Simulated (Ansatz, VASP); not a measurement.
Two plane-wave programs on CuW7S16

File INCAR:

```
SYSTEM = CuW7S16
  PREC = Accurate
  ENCUT = 520
  EDIFF = 1E-7
  ISMEAR = 0
  SIGMA = 0.05
  LREAL = Auto
  LASPH = .TRUE.
  NELM = 150
  ALGO = Normal
  ISIF = 2
  LWAVE = .FALSE.
  LCHARG = .FALSE.
  LMAXMIX = 4
  LDAU = .TRUE.
  LDAUTYPE = 2
  LDAUL = 2 -1 -1
  LDAUU = 5 0 0
  LDAUJ = 0 0 0
  LDAUPRINT = 1
  GGA = PS
  NBANDS = 120
```

Contents of KPOINTS:

```
Automatic mesh
0
G
  3 3 2
  0 0 0
```

Contents of POSCAR:

```
CuW7S16
1.0
    6.3064000000      0.0000000000      0.0000000000
   -3.1532000000      5.4615026000      0.0000000000
    0.0000000000      0.0000000000     12.3230000000
Cu W S
1 7 16
Direct
    0.1666666667      0.3333333333      0.2500000000
    0.1676727048      0.8338363524      0.2500000000
    0.6661636476      0.3323272952      0.2500000000
    0.6661636476      0.8338363524      0.2500000000
    0.3332879783      0.1667120217      0.7500000000
    0.3332879783      0.6665759565      0.7500000000
    0.8334240435      0.1667120217      0.7500000000
    0.8333333333      0.6666666667      0.7500000000
    0.1666666667      0.3333333333      0.6231304259
    0.1667114820      0.8333557410      0.6230564180
    0.6666442590      0.3332885180      0.6230564180
    0.6666442590      0.8333557410      0.6230564180
    0.3352109330      0.1647890670      0.1237714693
    0.3352109330      0.6704218661      0.1237714693
    0.8295781339      0.1647890670      0.1237714693
    0.8333333333      0.6666666667      0.1238231530
    0.1666666667      0.3333333333      0.8768695741
    0.1667114820      0.8333557410      0.8769435820
    0.6666442590      0.3332885180      0.8769435820
    0.6666442590      0.8333557410      0.8769435820
    0.3352109330      0.1647890670      0.3762285307
    0.3352109330      0.6704218661      0.3762285307
    0.8295781339      0.1647890670      0.3762285307
    0.8333333333      0.6666666667      0.3761768470
```

Input for Ansatz:

```yaml
crystal:
  lattice:
    - [6.3064, 0.0, 0.0]
    - [-3.1532, 5.4615026, 0.0]
    - [0.0, 0.0, 12.323]
  atoms:
    - { symbol: Cu, position: [0.1666666667, 0.3333333333, 0.25] }
    - { symbol: W, position: [0.1676727048, 0.8338363524, 0.25] }
    - { symbol: W, position: [0.6661636476, 0.3323272952, 0.25] }
    - { symbol: W, position: [0.6661636476, 0.8338363524, 0.25] }
    - { symbol: W, position: [0.3332879783, 0.1667120217, 0.75] }
    - { symbol: W, position: [0.3332879783, 0.6665759565, 0.75] }
    - { symbol: W, position: [0.8334240435, 0.1667120217, 0.75] }
    - { symbol: W, position: [0.8333333333, 0.6666666667, 0.75] }
    - { symbol: S, position: [0.1666666667, 0.3333333333, 0.6231304259] }
    - { symbol: S, position: [0.166711482, 0.833355741, 0.623056418] }
    - { symbol: S, position: [0.666644259, 0.333288518, 0.623056418] }
    - { symbol: S, position: [0.666644259, 0.833355741, 0.623056418] }
    - { symbol: S, position: [0.335210933, 0.164789067, 0.1237714693] }
    - { symbol: S, position: [0.335210933, 0.6704218661, 0.1237714693] }
    - { symbol: S, position: [0.8295781339, 0.164789067, 0.1237714693] }
    - { symbol: S, position: [0.8333333333, 0.6666666667, 0.123823153] }
    - { symbol: S, position: [0.1666666667, 0.3333333333, 0.8768695741] }
    - { symbol: S, position: [0.166711482, 0.833355741, 0.876943582] }
    - { symbol: S, position: [0.666644259, 0.333288518, 0.876943582] }
    - { symbol: S, position: [0.666644259, 0.833355741, 0.876943582] }
    - { symbol: S, position: [0.335210933, 0.164789067, 0.3762285307] }
    - { symbol: S, position: [0.335210933, 0.6704218661, 0.3762285307] }
    - { symbol: S, position: [0.8295781339, 0.164789067, 0.3762285307] }
    - { symbol: S, position: [0.8333333333, 0.6666666667, 0.376176847] }
basis:
  ecutwfc: 420
  ecutrho_ratio: 4
kpoints:
  mp_grid: { grid: [3, 3, 2] }
hamiltonian:
  xc: pbesol
  hubbard: { sites: [{ site: 0, l: d, u_eff: 5.0 }] }
scf:
  occupations: { method: gaussian, width: 0.05 }
  lower_state_search: "off"
  max_iter: 150
output:
  forces: true
  stress: true
  eigenvalues: true
  populations: true
  hubbard: { sites: [{ site: 0, l: d }] }
```

Alike in both runs: task single point; functional PBEsol; k mesh 3 × 3 × 2; occupations gaussian, width 0.05 eV; no spin polarisation; Hubbard terms Cu d U = 5.0 eV.

|  | VASP | Ansatz |
| --- | --- | --- |
| version | VASP 6.6.1 | Ansatz 0.2.0 |
| potentials or method | VASP PAW PBE potentials, release 64 (Cu, W_sv, S), cutoff 520 eV | scalar-relativistic, plane waves, PAW |
| valence electrons in the cell | 205 | 213 |

```csv
,VASP,Ansatz,Ansatz less VASP
gap on the k mesh at the Fermi level (eV),none,none,-
pressure (GPa),0.6,0.8,+0.18
"traceless stress, the component that is largest in VASP (GPa)",-0.07,-0.08,-0.011
rms of the force components (eV/Å),0.039,0.003,-0.0353
```

VASP's potentials were made for PBE, not for PBEsol. The programs project onto different local orbitals, so the same U acts differently, and such runs can settle in different states. Atom by atom the forces differ by 0.039 eV/Å (rms over components). A gap of «none» marks a metal or a gap that the smearing closes. VASP's potentials hold 205 valence electrons a cell and Ansatz's 213, so a difference there can come from the potentials and not from the codes. Ansatz's warnings: filled band counts differ across k points.

The k mesh is coarse, so the values compare programs but aren't converged. Spin-orbit coupling is off throughout.
